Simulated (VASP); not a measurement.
# TiAl3 (lda) (Pm-3m) in VASP: further runs, part 2 of 2

VASP 6.6.1. Earlier steps stand in the parts before.

## (4) Relaxation of cell and atoms, LDA

Contents of INCAR:

```
SYSTEM = TiAl3
ALGO     = Normal         ! electronic algorithm
EDIFF    = 1E-6           ! SCF threshold, eV
EDIFFG   = -0.002         ! ionic threshold
ENCUT    = 600            ! plane-wave cutoff, eV
IBRION   = 2              ! ionic algorithm
ISIF     = 3              ! what is computed and relaxed
ISMEAR   = 0              ! smearing method
LASPH    = .TRUE.         ! aspherical terms in the spheres
LCHARG   = .FALSE.        ! write CHGCAR
LREAL    = .FALSE.        ! projectors in reciprocal space
LWAVE    = .FALSE.        ! write WAVECAR
NELM     = 80             ! most SCF steps
NSW      = 100            ! ionic steps
PREC     = Accurate       ! precision mode
SIGMA    = 0.1            ! smearing width, eV
```

Contents of KPOINTS:

```
k-points
0
G
  10 10 10
  0 0 0
```

Contents of POSCAR:

```
TiAl3
1.0
    3.9556712500      0.0000000000      0.0000000000
    0.0000000000      3.9556712500      0.0000000000
    0.0000000000      0.0000000000      3.9556712500
Ti Al
1 3
Direct
    0.0000000000      0.0000000000      0.0000000000
    0.5000000000      0.5000000000      0.0000000000
    0.5000000000      0.0000000000      0.5000000000
    0.0000000000      0.5000000000      0.5000000000
```

Potentials or basis: VASP PAW LDA potentials, release 64 (Ti_sv, Al).

Launch:

```
$ cat potpaw_LDA.64/Ti_sv/POTCAR potpaw_LDA.64/Al/POTCAR > POTCAR
$ mpirun -np 1 vasp_std > vasp.out
```

OUTCAR:

```text
SYSTEM = TiAl3
   EDIFF = 1E-6
   EDIFFG = -0.002
   ENCUT = 600
   IBRION = 2
   ISIF = 3
   ISMEAR = 0
   LASPH = .TRUE.
   LREAL = .FALSE.
   NELM = 80
   NSW = 100
   PREC = Accurate

 ion  position               nearest neighbor table
   1  0.000  0.000  0.000-   2 2.80   3 2.80   4 2.80   3 2.80   4 2.80   2 2.80   4 2.80   4 2.80
                             2 2.80   3 2.80   3 2.80   2 2.80
   2  0.500  0.500  0.000-   1 2.80   3 2.80   4 2.80   3 2.80   4 2.80   1 2.80   3 2.80   3 2.80
                             1 2.80   4 2.80   4 2.80   1 2.80
   3  0.500  0.000  0.500-   1 2.80   2 2.80   4 2.80   1 2.80   2 2.80   2 2.80   4 2.80   2 2.80
                             1 2.80   4 2.80   1 2.80   4 2.80
   4  0.000  0.500  0.500-   1 2.80   2 2.80   3 2.80   1 2.80   2 2.80   1 2.80   3 2.80   1 2.80
                             2 2.80   3 2.80   2 2.80   3 2.80

  LATTYP: Found a simple cubic cell.
 ALAT       =     3.9556712500

  Lattice vectors:

 A1 = (   3.9556712500,   0.0000000000,   0.0000000000)
 A2 = (   0.0000000000,   3.9556712500,   0.0000000000)
 A3 = (   0.0000000000,   0.0000000000,   3.9556712500)

Analysis of symmetry for initial positions (statically):
=====================================================================
 Subroutine PRICEL returns:
 Original cell was already a primitive cell.

 Routine SETGRP: Setting up the symmetry group for a
 simple cubic supercell.

 Subroutine GETGRP returns: Found 48 space group operations
 (whereof 48 operations were pure point group operations)
 out of a pool of 48 trial point group operations.
[... 250 lines left out ...]
  ---------------------------------------------------
  free energy    TOTEN  =       -22.70654220 eV

  energy without entropy =      -22.69599267  energy(sigma->0) =      -22.70126743

 E-fermi :   9.2808     XC(G=0): -11.1578

 val. band max:        9.2634717263   @ k =   0.4000   0.2000   0.0000
 cond. band min:       9.3000066730   @ k =   0.1000   0.1000   0.1000
 fundamental gap:      0.0365349467
 Fermi energy:         9.2807626385

 k-point     1 :       0.0000    0.0000    0.0000
  band No.  band energies     occupation
      1     -46.9300      2.00000
      2     -23.6306      2.00000
      3     -23.6306      2.00000
      4     -23.6306      2.00000
      5      -1.7234      2.00000
      6       6.0707      2.00000
      7       6.0707      2.00000
      8       7.0865      2.00000
      9       7.0865      2.00000
     10       7.0865      2.00000
     11       9.3923      0.11472
     12       9.3923      0.11472
     13       9.3923      0.11471
     14       9.9944      0.00000
[... 377 lines left out ...]
      1     -46.9291      2.00000
      2     -23.6463      2.00000
      3     -23.6316      2.00000
      4     -23.6314      2.00000
      5      -0.6574      2.00000
      6       3.1065      2.00000
      7       5.8103      2.00000
      8       6.3826      2.00000
      9       7.3566      2.00000
     10       8.7130      2.00000
     11       9.1239      1.97350
     12       9.8294      0.00000
     13      10.1471      0.00000
     14      11.6968      0.00000

 [... further k-points ...]

------------------------ aborting loop because EDIFF is reached ----------------------------------------

  FORCE on cell =-STRESS in cart. coord.  units (eV):
  Direction    XX          YY          ZZ          XY          YZ          ZX
  --------------------------------------------------------------------------------------
  -------------------------------------------------------------------------------------
  Total       -0.0078729     -0.0078729     -0.0078729     -0.0000000      0.0000000      0.0000000
  in kB       -0.2105440     -0.2105440     -0.2105440     -0.0000000      0.0000000      0.0000000
  external PRESSURE =      -0.2105440 kB  Pullay stress =       0.0000000 kB
[... 19 lines left out ...]
  FREE ENERGIE OF THE ION-ELECTRON SYSTEM (eV)
  ---------------------------------------------------
  free  energy   TOTEN  =       -22.7065422020 eV

  energy  without entropy=      -22.6959926654  energy(sigma->0) =      -22.70126743

 reached required accuracy - stopping structural energy minimisation
```

OSZICAR:

```text
N       E                     dE             d eps       ncg     rms          rms(c)
DAV:   1     0.131817143424E+03    0.13182E+03   -0.10240E+04  1568   0.154E+03
DAV:   2    -0.131794984126E+02   -0.14500E+03   -0.14341E+03  1574   0.370E+02
DAV:   3    -0.243950432772E+02   -0.11216E+02   -0.10986E+02  2728   0.857E+01
[... 27 lines left out ...]
DAV:   5    -0.227061664301E+02   -0.10189E-02   -0.43724E-03  2270   0.504E-01    0.144E-01
DAV:   6    -0.227065013017E+02   -0.33487E-03   -0.19358E-03  2162   0.366E-01    0.150E-02
DAV:   7    -0.227065414142E+02   -0.40113E-04   -0.18493E-04  2130   0.937E-02    0.798E-03
DAV:   8    -0.227065419146E+02   -0.50035E-06   -0.11582E-05  1948   0.327E-02    0.267E-03
DAV:   9    -0.227065422020E+02   -0.28744E-06   -0.67292E-07  1112   0.712E-03
   3 F= -.22706542E+02 E0= -.22701267E+02  d E =-.230859E-01
```

Run time: 65 s. Hardware: 1 thread of Intel Xeon 6975P-C, shared host; peak memory 0.2 GiB.

Results:

| Property | Result |
| --- | --- |
| Free energy | -22.7065 eV |
| Relaxed volume | 14.98 Å³/atom |
| Relaxed cell | a = 3.913 Å, b = 3.913 Å, c = 3.913 Å, α = 90.00°, β = 90.00°, γ = 90.00° |
| Space group after relaxing (to 0.05 Å) | Pm-3m (No. 221) |
| Energy gained by relaxing | 5.8 meV/atom |
| Ionic steps | 3 |
| Pressure after relaxing | 0.0 GPa |

The path:
| step | energy change (eV) | largest force (eV/Å) | pressure (GPa) | volume (Å³) |
| --- | --- | --- | --- | --- |
| 1 | 0.0000 | 0.0000 | -3.66 | 61.90 |
| 2 | -0.0152 | 0.0000 | 2.29 | 58.78 |
| 3 | -0.0231 | 0.0000 | -0.02 | 59.91 |

Final structure:
```
Ti Al
1.0
     3.91291    0.00000    0.00000
     0.00000    3.91291    0.00000
     0.00000    0.00000    3.91291
Ti Al
1 3
Direct
  0.00000 0.00000 0.00000
  0.50000 0.50000 0.00000
  0.50000 0.00000 0.50000
  0.00000 0.50000 0.50000
```

Levels at points of the mesh, in eV from the Fermi level:
| k point | band 8 | band 9 | band 10 | band 11 | band 12 | band 13 |
| --- | --- | --- | --- | --- | --- | --- |
| (0.00, 0.00, 0.00) | -2.19 | -2.19 | -2.19 | 0.11 | 0.11 | 0.11 |
| (0.50, 0.00, 0.00) | -2.35 | -2.31 | 0.37 | 0.77 | 0.77 | 0.92 |
| (0.50, 0.50, 0.00) | -5.13 | -1.33 | -1.33 | 0.61 | 0.85 | 1.08 |
| (0.50, 0.50, 0.50) | -5.10 | -3.53 | -3.53 | -3.53 | 0.25 | 1.18 |

## (5) Summary

| task | cell | k mesh | cutoff (eV) | gap on the mesh (eV) | pressure (GPa) |
| --- | --- | --- | --- | --- | --- |
| single point | a = 3.956 Å, 4 atoms | 4 × 4 × 4 | 520 | none | -3.5 |
| single point | a = 3.911 Å, 4 atoms | 10 × 10 × 10 | 520 | none | 0.2 |
| relaxation of cell and atoms | relaxed from a = 3.956 Å, 4 atoms | 10 × 10 × 10 | 600 | none | 0.0 |

Alike in all rows: level LDA; potentials or basis VASP PAW LDA potentials, release 64 (Ti_sv, Al); no spin polarisation; smearing gaussian 0.1 eV.

Caveats: some runs use coarse meshes.

Absolute energies hang on the potentials; compare differences alone.
